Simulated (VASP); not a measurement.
# ZnO (P6_3mc) in VASP: notebook, part 3 of 4

VASP 6.6.1. Earlier steps stand in the parts before.

## 4. Single point, PBE

This run uses another cell than the first one, of 12.33 Å³/atom.

INCAR

```
ALGO = Normal
EDIFF = 1E-6
ENCUT = 600
GGA = PE
GGA_COMPAT = False
ISIF = 2
ISMEAR = 0
LASPH = True
LCHARG = False
LREAL = False
LWAVE = False
NBANDS = 26
NELM = 120
PREC = Accurate
SIGMA = 0.01
```

KPOINTS

```
k-points
0
Gamma
  9 9 4
```

POSCAR

```
ZnO
1.0
    3.2795251948      0.0000000000      0.0000000000
   -1.6397625974      2.8401521310      0.0000000000
    0.0000000000      0.0000000000      5.2931629037
Zn O
2 2
Direct
    0.3333333333      0.6666666667      0.4999596405
    0.6666666667      0.3333333333     -0.0000403595
    0.6666666667      0.3333333333      0.3790503595
    0.3333333333      0.6666666667      0.8790503595
```

Potentials or basis: VASP PAW PBE potentials, release 64 (Zn, O).

Started as:

```sh
> cat potpaw_PBE.64/Zn/POTCAR potpaw_PBE.64/O/POTCAR > POTCAR
> mpirun -np 1 vasp_std > vasp.out
```

OUTCAR:

```text
EDIFF = 1E-6
   ENCUT = 600
   GGA = PE
   ISIF = 2
   ISMEAR = 0
   LASPH = True
   LREAL = False
   NELM = 120
   PREC = Accurate

 ion  position               nearest neighbor table
   1  0.333  0.667  0.500-   3 2.00   3 2.00   3 2.00   4 2.01
   2  0.667  0.333  1.000-   4 2.00   4 2.00   4 2.00   3 2.01
   3  0.667  0.333  0.379-   1 2.00   1 2.00   1 2.00   2 2.01
   4  0.333  0.667  0.879-   2 2.00   2 2.00   2 2.00   1 2.01

  LATTYP: Found a hexagonal cell.
 ALAT       =     3.2795251948
 C/A-ratio  =     1.6140028173

  Lattice vectors:

 A1 = (   3.2795251948,   0.0000000000,   0.0000000000)
 A2 = (  -1.6397625974,   2.8401521310,   0.0000000000)
 A3 = (   0.0000000000,   0.0000000000,   5.2931629037)

Analysis of symmetry for initial positions (statically):
=====================================================================
 Subroutine PRICEL returns:
 Original cell was already a primitive cell.

 Routine SETGRP: Setting up the symmetry group for a
 hexagonal supercell.

 Subroutine GETGRP returns: Found 12 space group operations
 (whereof  6 operations were pure point group operations)
 out of a pool of 24 trial point group operations.

The static configuration has the point symmetry C_3v.
 The point group associated with its full space group is C_6v.

Analysis of symmetry for dynamics (positions and initial velocities):
=====================================================================
 Subroutine PRICEL returns:
 Original cell was already a primitive cell.

 Routine SETGRP: Setting up the symmetry group for a
 hexagonal supercell.

 Subroutine GETGRP returns: Found 12 space group operations
 (whereof  6 operations were pure point group operations)
 out of a pool of 24 trial point group operations.

The dynamic configuration has the point symmetry C_3v.
 The point group associated with its full space group is C_6v.

 Subroutine INISYM returns: Found 12 space group operations
 (whereof  6 operations are pure point group operations),
 and found     1 'primitive' translations

----------------------------------------------------------------------------------------

                                     Primitive cell

  volume of cell :      49.3024

  direct lattice vectors                    reciprocal lattice vectors
     3.279525195  0.000000000  0.000000000     0.304922189  0.176046908  0.000000000
    -1.639762597  2.840152131  0.000000000     0.000000000  0.352093815  0.000000000
     0.000000000  0.000000000  5.293162904     0.000000000  0.000000000  0.188922959

  length of vectors
     3.279525195  3.279525195  5.293162904     0.352093815  0.352093815  0.188922959

  position of ions in fractional coordinates (direct lattice)
     0.333333333  0.666666667  0.499959641
     0.666666667  0.333333333  0.999959641
     0.666666667  0.333333333  0.379050359
     0.333333333  0.666666667  0.879050359

  ion indices of the primitive-cell ions
   primitive index   ion index
                 1           1
                 2           2
                 3           3
                 4           4

----------------------------------------------------------------------------------------

 KPOINTS: k-points

Automatic generation of k-mesh.
 Grid dimensions read from file:
 generate k-points for:    9    9    4

 Generating k-lattice:

  Cartesian coordinates                     Fractional coordinates (reciprocal lattice)
     0.033880243  0.019560768  0.000000000     0.111111111 -0.000000000  0.000000000
     0.000000000  0.039121535  0.000000000     0.000000000  0.111111111  0.000000000
     0.000000000  0.000000000  0.047230740     0.000000000  0.000000000  0.250000000

  Length of vectors
     0.039121535  0.039121535  0.047230740

  Shift w.r.t. Gamma in fractional coordinates (k-lattice)
     0.000000000  0.000000000  0.000000000

 Subroutine IBZKPT returns following result:
 ===========================================

 Found     36 irreducible k-points:

 Following reciprocal coordinates:
            Coordinates               Weight
  0.000000  0.000000  0.000000      1.000000
  0.111111 -0.000000  0.000000      6.000000
  0.222222 -0.000000  0.000000      6.000000
  0.333333 -0.000000  0.000000      6.000000
  0.444444 -0.000000  0.000000      6.000000
  0.111111  0.111111  0.000000      6.000000
[... 16 lines left out ...]
  0.333333  0.222222  0.250000     24.000000
  0.333333  0.333333  0.250000      4.000000
 [... further k-points ...]
   k-points           NKPTS =     36   k-points in BZ     NKDIM =     36   number of bands    NBANDS=     26
   number of dos      NEDOS =    301   number of ions     NIONS =      4
   total plane-waves  NPLWV =  32928
   dimension x,y,z NGX =    28 NGY =   28 NGZ =   42
   dimension x,y,z NGXF=    56 NGYF=   56 NGZF=   84
   ions per type =               2   2
   NGX,Y,Z   is equivalent  to a cutoff of  14.19, 14.19, 13.19 a.u.
   NGXF,Y,Z  is equivalent  to a cutoff of  28.39, 28.39, 26.38 a.u.
 SYSTEM =  unknown system
   PREC   = accura    normal or accurate (medium, high low for compatibility)
   ISTART =      0    job   : 0-new  1-cont  2-samecut
   ICHARG =      2    charge: 1-file 2-atom 10-const
   ISPIN  =      1    spin polarized calculation?
   LNONCOLLINEAR =      F non collinear calculations
   LSORBIT =      F    spin-orbit coupling
   LASPH  =      T    aspherical Exc in radial PAW
   ENCUT  =  600.0 eV  44.10 Ry    6.64 a.u.   6.55  6.55 10.57*2*pi/ulx,y,z
   NELM   =    120;   NELMIN=  2; NELMDL= -5     # of ELM steps
   EDIFF  = 0.1E-05   stopping-criterion for ELM
   LREAL  =      F    real-space projection
   EDIFFG = 0.1E-04   stopping-criterion for IOM
   NSW    =      0    number of steps for IOM
   IBRION =     -1    ionic relax: 0-MD 1-quasi-New 2-CG
   NFREE  =      0    steps in history (QN), initial steepest desc. (CG)
   ISIF   =      2    stress and relaxation
   ISYM   =      2    0-nonsym 1-usesym 2-fastsym
   POTIM  = 0.5000    time-step for ionic-motion
   TEBEG  =    0.0;   TEEND  =   0.0 temperature during run
   PSTRESS=    0.0 pullay stress
   NELECT =      36.0000    total number of electrons
   NUPDOWN=      -1.0000    fix difference up-down
   EMIN   =  10.00;   EMAX   =-10.00  energy-range for DOS
   EFERMI =   0.00;   METHOD = LEGACY
   ISMEAR =     0;   SIGMA  =   0.01  broadening in eV -4-tet -1-fermi 0-gaus
   EFERMI_NEDOS =   21; number of points for ismear=-14 and -15
   IALGO  =     38    algorithm
   IMIX   =      4    mixing-type and parameters
     AMIX     =   0.40;   BMIX     =  1.00
     AMIX_MAG =   1.60;   BMIX_MAG =  1.00
  volume/ion in A,a.u.               =      12.33        83.18
  Fermi-wavevector in a.u.,A,eV,Ry     =   1.474189  2.785813 29.568617  2.173232
  Thomas-Fermi vector in A             =   2.588990
   LORBIT       =      0    0 simple, 1 ext, 2 COOP (PROOUT), +10 PAW based schemes
   GGA     = PE    functional components
   LHFCALC =     F    Hartree Fock is set to
   AEXX    =    0.0000 exact exchange contribution
   IVDW    =     0    specifies the selected vdW correction
   LEPSILON=     F    determine dielectric tensor
   LRPA    =     F    only Hartree local field effects (RPA)
 non-spin polarized calculation
 Gauss-broadening in eV      SIGMA  =   0.01
  energy-cutoff  :      600.00
  volume of cell :       49.30
 maximum number of plane-waves:      1677
 NGX is ok and might be reduce to    28
   NGX = 13   NGY = 13   NGZ = 21

 number of electron      36.0000014 magnetization

 Free energy of the ion-electron system (eV)
  ---------------------------------------------------
  ext. energy  EPLUGINS =         0.00000000
  ---------------------------------------------------
  free energy    TOTEN  =       -17.86422314 eV

  energy without entropy =      -17.86422314  energy(sigma->0) =      -17.86422314

 E-fermi :   1.0178     XC(G=0): -10.7250

 val. band max:        0.8938941028   @ k =   0.0000   0.0000   0.0000
 cond. band min:       1.6225005218   @ k =   0.0000   0.0000   0.0000
 fundamental gap:      0.7286064190
 Fermi energy:         1.0177714943

 k-point     1 :       0.0000    0.0000    0.0000
  band No.  band energies     occupation
      1     -16.9240      2.00000
      2     -16.2568      2.00000
      3      -4.6428      2.00000
      4      -4.6428      2.00000
      5      -4.6032      2.00000
      6      -4.4880      2.00000
[... 685 lines left out ...]
     25      14.5329      0.00000
     26      15.4737      0.00000

 [... further k-points ...]

------------------------ aborting loop because EDIFF is reached ----------------------------------------

  FORCE on cell =-STRESS in cart. coord.  units (eV):
  Direction    XX          YY          ZZ          XY          YZ          ZX
  --------------------------------------------------------------------------------------
  -------------------------------------------------------------------------------------
  Total        0.2266028      0.2266028      0.2221673      0.0000000      0.0000000      0.0000000
  in kB        7.3639027      7.3639027      7.2197624      0.0000000      0.0000000      0.0000000
  external PRESSURE =       7.3158559 kB  Pullay stress =       0.0000000 kB

 VOLUME and BASIS-vectors are now :
 -----------------------------------------------------------------------------
  energy-cutoff  :      600.00
  volume of cell :       49.30
      direct lattice vectors                 reciprocal lattice vectors
     3.279525195  0.000000000  0.000000000     0.304922189  0.176046908  0.000000000
    -1.639762597  2.840152131  0.000000000     0.000000000  0.352093815  0.000000000
     0.000000000  0.000000000  5.293162904     0.000000000  0.000000000  0.188922959

 POSITION                                       TOTAL-FORCE (eV/Angst)
 -----------------------------------------------------------------------------------
     -0.00000      1.89343      2.64637        -0.000000      0.000000      0.000492
      1.63976      0.94672      5.29295        -0.000000      0.000000      0.000492
      1.63976      0.94672      2.00638        -0.000000      0.000000     -0.000492
     -0.00000      1.89343      4.65296         0.000000     -0.000000     -0.000492
 -----------------------------------------------------------------------------------
    total drift:                                0.000000      0.000001      0.000637

  FREE ENERGIE OF THE ION-ELECTRON SYSTEM (eV)
  ---------------------------------------------------
  free  energy   TOTEN  =       -17.8642231359 eV

  energy  without entropy=      -17.8642231359  energy(sigma->0) =      -17.86422314
```

OSZICAR:

```text
N       E                     dE             d eps       ncg     rms          rms(c)
DAV:   1     0.316867565720E+03    0.31687E+03   -0.19851E+04  1888   0.219E+03
DAV:   2     0.153065473806E+02   -0.30156E+03   -0.28226E+03  1962   0.439E+02
DAV:   3    -0.203095550881E+02   -0.35616E+02   -0.35103E+02  2106   0.149E+02
DAV:   4    -0.211025784963E+02   -0.79302E+00   -0.79091E+00  2082   0.225E+01
DAV:   5    -0.211066932947E+02   -0.41148E-02   -0.41146E-02  2024   0.167E+00    0.141E+01
DAV:   6    -0.176995084834E+02    0.34072E+01   -0.67110E+00  2940   0.628E+01    0.848E+00
DAV:   7    -0.179036349429E+02   -0.20413E+00   -0.29625E+00  1936   0.173E+01    0.512E+00
DAV:   8    -0.179137999813E+02   -0.10165E-01   -0.52848E-01  2704   0.760E+00    0.164E+00
DAV:   9    -0.178614136852E+02    0.52386E-01   -0.10807E-01  2740   0.646E+00    0.296E-01
DAV:  10    -0.178640868406E+02   -0.26732E-02   -0.36745E-02  1902   0.134E+00    0.126E-01
DAV:  11    -0.178641944693E+02   -0.10763E-03   -0.62417E-04  2072   0.413E-01    0.415E-02
DAV:  12    -0.178642163489E+02   -0.21880E-04   -0.17196E-04  2366   0.377E-01    0.156E-02
DAV:  13    -0.178642280393E+02   -0.11690E-04   -0.35361E-05  2146   0.102E-01    0.192E-02
DAV:  14    -0.178642233400E+02    0.46993E-05   -0.16522E-05  2058   0.364E-02    0.204E-03
DAV:  15    -0.178642231359E+02    0.20412E-06   -0.14888E-06  1346   0.110E-02
   1 F= -.17864223E+02 E0= -.17864223E+02  d E =-.788303E-71
```

It took 58 s on 1 thread of Intel Xeon 6975P-C (Granite Rapids), shared host; peak memory 0.19 GiB.

What came out:

```yaml
Free_energy: -17.8642 eV
Pressure: 0.7 GPa
Band_gap_on_the_k_mesh: 0.73 eV
```

(Continued in part 4 of 4.)
